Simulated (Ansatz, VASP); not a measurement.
One calculation of GaSb3, two programs

File INCAR:

```
SYSTEM = GaSb3
ALGO = Normal
EDIFF = 1E-6
ENCUT = 520
GGA = PE
ISIF = 2
ISMEAR = 0
LASPH = .TRUE.
LCHARG = .TRUE.
LELF = .TRUE.
LREAL = .FALSE.
LVHAR = .TRUE.
LWAVE = .FALSE.
NBANDS = 22
NELM = 80
PREC = Accurate
SIGMA = 0.1
```

Contents of KPOINTS:

```
k-points
0
G
  10 10 10
  0 0 0
```

File POSCAR:

```
GaSb3
1.0
    4.6256335858      0.0000000000      0.0000000000
    0.0000000000      4.6256335858      0.0000000000
    0.0000000000      0.0000000000      4.6256335858
Ga Sb
1 3
Direct
    0.0000000000      0.0000000000      0.0000000000
    0.5000000000      0.0000000000      0.5000000000
    0.0000000000      0.5000000000      0.5000000000
    0.5000000000      0.5000000000      0.0000000000
```

Input for Ansatz:

```yaml
crystal:
  lattice:
    - [4.6256335858, 0.0, 0.0]
    - [0.0, 4.6256335858, 0.0]
    - [0.0, 0.0, 4.6256335858]
  atoms:
    - { symbol: Ga, position: [0.0, 0.0, 0.0] }
    - { symbol: Sb, position: [0.5, 0.0, 0.5] }
    - { symbol: Sb, position: [0.0, 0.5, 0.5] }
    - { symbol: Sb, position: [0.5, 0.5, 0.0] }
basis:
  ecutwfc: 420
kpoints:
  mp_grid: { grid: [10, 10, 10] }
hamiltonian:
  xc: pbe
scf:
  occupations: { method: gaussian, width: 0.1 }
output:
  forces: true
  stress: true
  eigenvalues: true
  write_density: true
  write_potential: true
  elf: true
  volumetric_format: npy
```

Alike in both runs: task single point; functional PBE; k mesh 10 × 10 × 10; occupations gaussian, width 0.1 eV; no spin polarisation.

|  | VASP | Ansatz |
| --- | --- | --- |
| version | VASP 6.6.1 | Ansatz 0.2.0 |
| potentials or method | VASP PAW PBE potentials, release 64 (Ga_d, Sb), cutoff 520 eV | scalar-relativistic, plane waves, PAW |
| valence electrons in the cell | 28 | 58 |

```csv
,VASP,Ansatz,Ansatz less VASP
gap on the k mesh at the Fermi level (eV),none,none,-
pressure (GPa),3.5,3.5,+0.07
```

A gap of «none» marks a metal or a gap that the smearing closes. The functional is the same, so the differences come from potentials, cutoffs and numerics. VASP's potentials hold 28 valence electrons a cell and Ansatz's 58, so a difference there can come from the potentials and not from the codes.

Neither program's run includes spin-orbit coupling.
